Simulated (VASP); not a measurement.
Crystal: In3F.

```
CELL_PARAMETERS angstrom
3.37356 1.94773 5.50548
-3.37356 1.94773 5.50548
0.00000 -3.89545 5.50548
ATOMIC_POSITIONS crystal
In 0.72658 0.25000 0.77342
In 0.25000 0.77342 0.72658
In 0.77342 0.72658 0.25000
In 0.27342 0.75000 0.22658
In 0.75000 0.22658 0.27342
In 0.22658 0.27342 0.75000
F 0.50000 0.50000 0.50000
F 0.00000 0.00000 0.00000
```

The cell was generated, and may not be a known phase.

| Quantity | Value |
| --- | --- |
| Program | VASP 6.6.1 |
| Task | relaxation of cell and atoms |
| Functional | PBE |
| Potentials or basis | VASP PAW PBE potentials, release 64 (In_d, F) |
| Cutoff | 600 eV |
| k mesh | 3 × 3 × 3 |
| Occupations | gaussian, width 0.1 eV |
| Spin | no spin polarisation |

At the start: pressure 7.2 GPa; volume 27.13 Å³/atom.

Problem. Where does the relaxation end?

Solution. Over 39 steps the energy falls by 336.6 meV/atom and the volume is 23.94 Å³/atom (-11.8 %); space group R-3c (No. 167, to 0.1 Å) before and after.

Step by step:
```
step  energy change (eV)  largest force (eV/Å)  pressure (GPa)  volume (Å³)
   1              0.0000                0.1892            7.24       217.05
   2             -0.9125                0.0756            0.83       257.87
   3             -0.9353                0.0530           -0.20       269.76
   4             -0.9366                0.0569           -0.01       267.45
   5             -0.9364                0.0589            0.07       266.37
   6             -0.9374                0.0594            0.07       266.32
   7             -0.9404                0.0626            0.07       266.17
   8             -0.9470                0.0692            0.06       265.86
   9             -0.9621                0.0792            0.03       265.24
  10             -0.9992                0.1001           -0.05       264.01
  11             -1.1013                0.1405           -0.33       261.54
  12             -1.4076                0.1764           -1.30       256.62
  13             -1.7504                0.1101           -3.53       246.80
  14             -1.7566                0.0452           -3.18       248.52
  15             -1.7569                0.0460           -3.19       248.50
  16             -1.7578                0.0471           -3.21       248.43
  17             -1.7596                0.0488           -3.20       248.30
  18             -1.7630                0.0530           -3.22       248.03
  19             -1.7695                0.0613           -3.27       247.50
  20             -1.7810                0.0772           -3.33       246.44
  21             -1.7981                0.1065           -3.47       244.33
  22             -1.8192                0.1308           -3.83       240.14
  23             -1.8432                0.2515           -3.97       231.87
  24             -1.8349                0.1225           -4.00       237.92
  25             -1.8553                0.1516           -4.07       234.88
  26             -1.9030                0.1686           -3.98       232.34
  27             -2.0181                0.2521           -3.59       224.83
  28             -2.0453                0.5380           -2.27       210.27
  29             -2.0741                0.4004           -2.96       216.91
  30             -2.1291                0.3793           -2.85       215.24
  31             -2.2779                0.3136           -2.47       210.30
  32             -2.4960                0.1943           -1.42       200.64
  33             -2.5535                0.0954            2.19       182.20
  34             -2.6025                0.0725            0.17       190.51
  35             -2.6047                0.0481            0.49       189.08
  36             -2.6285                0.0373            0.38       189.49
  37             -2.6777                0.0073            0.12       190.62
  38             -2.6732                0.0350           -0.06       192.36
  39             -2.6928                0.0167           -0.01       191.52
```

Final structure:
```yaml
crystal:
  lattice:
    - [3.46264, 1.99916, 4.61125]
    - [-3.46264, 1.99916, 4.61125]
    - [0.00000, -3.99831, 4.61125]
  atoms:
    - { symbol: In, position: [0.55535, 0.25000, 0.94465] }
    - { symbol: In, position: [0.25000, 0.94465, 0.55535] }
    - { symbol: In, position: [0.94465, 0.55535, 0.25000] }
    - { symbol: In, position: [0.44465, 0.75000, 0.05535] }
    - { symbol: In, position: [0.75000, 0.05535, 0.44465] }
    - { symbol: In, position: [0.05535, 0.44465, 0.75000] }
    - { symbol: F, position: [0.50000, 0.50000, 0.50000] }
    - { symbol: F, position: [0.00000, 0.00000, 0.00000] }
```

Caveat: the k points lie up to 0.38 Å⁻¹ apart in the final cell, too coarse for converged energies and pressures of a metal.
